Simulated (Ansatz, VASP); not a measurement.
Given: the input of a run of VASP 6.6.1 on C.

POSCAR

```
C
1.0
    2.4724943874      0.0000000000      0.0000000000
   -1.2362471937      2.1412429502      0.0000000000
    0.0000000000      0.0000000000     24.2937923774
C
4
Direct
    0.6666666667      0.3333333333      0.5704754400
    0.3333333333      0.6666666667      0.4295245600
    0.0000000000      0.0000000000      0.4295312300
    0.0000000000      0.0000000000      0.5704687700
```

The input INCAR.step1:

```
SYSTEM = C
PREC = Accurate
ENCUT = 520
ISMEAR = -1
SIGMA = 0.05
LREAL = .FALSE.
LASPH = .TRUE.
NELM = 100
NBANDS = 16
GGA = PE
ALGO = Normal
EDIFF = 1E-4
LWAVE = .TRUE.
LCHARG = .FALSE.
```

File INCAR.step2:

```
SYSTEM = C
PREC = Accurate
ENCUT = 520
EDIFF = 1E-6
ISMEAR = -1
SIGMA = 0.05
LREAL = .FALSE.
LASPH = .TRUE.
NELM = 100
ALGO = Normal
ISIF = 2
LWAVE = .FALSE.
LCHARG = .FALSE.
METAGGA = R2SCAN
LMIXTAU = .TRUE.
NBANDS = 16
ISTART = 1
```

KPOINTS

```
regular mesh
0
G
  12 12 2
  0 0 0
```

Potentials or basis: VASP PAW PBE potentials, release 64 (C).

Run with:

```sh
$ cat potpaw_PBE.64/C/POTCAR > POTCAR
$ cp INCAR.step1 INCAR
$ mpirun -np 1 vasp_std > vasp.out
$ cp INCAR.step2 INCAR
$ mpirun -np 1 vasp_std > vasp.out
```

Translate it to Ansatz 0.2.0. Potentials there: Ansatz PAW.

As run (the cutoff follows the program's own potentials):

Contents of input.yaml:

```yaml
crystal:
  lattice:
    - [2.4724943874, 0.0, 0.0]
    - [-1.2362471937, 2.1412429502, 0.0]
    - [0.0, 0.0, 24.2937923774]
  atoms:
    - { symbol: C, position: [0.6666666667, 0.3333333333, 0.57047544] }
    - { symbol: C, position: [0.3333333333, 0.6666666667, 0.42952456] }
    - { symbol: C, position: [0.0, 0.0, 0.42953123] }
    - { symbol: C, position: [0.0, 0.0, 0.57046877] }
hamiltonian:
  xc: r2scan
  pseudopotentials: { kind: paw }
kpoints:
  mp_grid: { grid: [12, 12, 2] }
scf:
  occupations: { method: fermi_dirac, width: 0.05 }
output:
  forces: true
  stress: true
  eigenvalues: true
```

Potentials or basis: Ansatz PAW.

Run with:

```bash
$ ansatz run input.yaml --threads 1 --pin off --max-ram 3584MiB --backend cpu --events-out ev --progress --plain --runs-dir out
```

Both were run:

|  | VASP | Ansatz | Ansatz less VASP |
| --- | --- | --- | --- |
| gap on the k mesh at the Fermi level (eV) | none | none | - |
| rms of the force components (eV/Å) | 0.006 | 0.006 | -0.0001 |

VASP's potentials were made for PBE, not for r2SCAN. Atom by atom the forces differ by 0.000 eV/Å (rms over components). A gap of «none» marks a metal or a gap that the smearing closes.
